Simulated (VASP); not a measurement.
Set up this calculation in VASP 6.6.1, as the native input.

```yaml
Task: single point
Functional: PBE
Potentials_or_basis: VASP PAW PBE potentials, release 64 (Sn_d, As)
Cutoff: 520 eV
k_mesh: 4 × 4 × 2
Occupations: gaussian, width 0.2 eV
Spin: no spin polarisation
Dipole_correction: no
Further_INCAR_settings: ALGO = Fast; EDIFF = 1e-06; NBANDS = 52
```

The structure of Sn5As3 lies in POSCAR:

```
Sn5As3
1.0
    3.6462052908      0.0000000000      0.0000000000
    0.0000000000      3.6462052908      0.0000000000
    0.0000000000      0.0000000000     14.9171462165
Sn As
5 3
Direct
    0.0000000000      0.0000000000      0.2265919042
    0.5000000000      0.5000000000      0.6098150721
    0.5000000000      0.5000000000      0.3901849279
    0.0000000000      0.0000000000      0.7734080958
    0.0000000000      0.0000000000      0.0000000000
    0.5000000000      0.5000000000      0.1312306342
    0.5000000000      0.5000000000      0.8687693658
    0.0000000000      0.0000000000      0.5000000000
```

The cell was generated, and may not be a known phase.

The input as run:

INCAR

```
SYSTEM = Sn5As3
PREC = Accurate
ENCUT = 520
EDIFF = 1E-6
ISMEAR = 0
SIGMA = 0.2
LREAL = .FALSE.
LASPH = .TRUE.
NELM = 60
ALGO = Fast
ISIF = 2
LWAVE = .FALSE.
LCHARG = .FALSE.
GGA = PE
NBANDS = 52
```

KPOINTS

```
Automatic mesh
0
G
  4 4 2
  0 0 0
```

Potentials or basis: VASP PAW PBE potentials, release 64 (Sn_d, As).

Launch:

```sh
$ cat potpaw_PBE.64/Sn_d/POTCAR potpaw_PBE.64/As/POTCAR > POTCAR
$ mpirun -np 1 vasp_std > vasp.out
```

Results of the run:

```yaml
Pressure: 0.3 GPa
Largest_force: 0.041 eV/Å
Band_gap_on_the_k_mesh: zero (an odd number of electrons rules out a gap without spin polarisation)
```

Caveat: the k points lie up to 0.43 Å⁻¹ apart, too coarse for converged energies and pressures of a metal; spin-orbit coupling is left out, which moves the levels of the heavy elements.

Run time: 71 s on 1 thread of Intel(R) Xeon(R) 6975P-C (Granite Rapids), with other jobs on the host, peak memory 0.32 GiB.
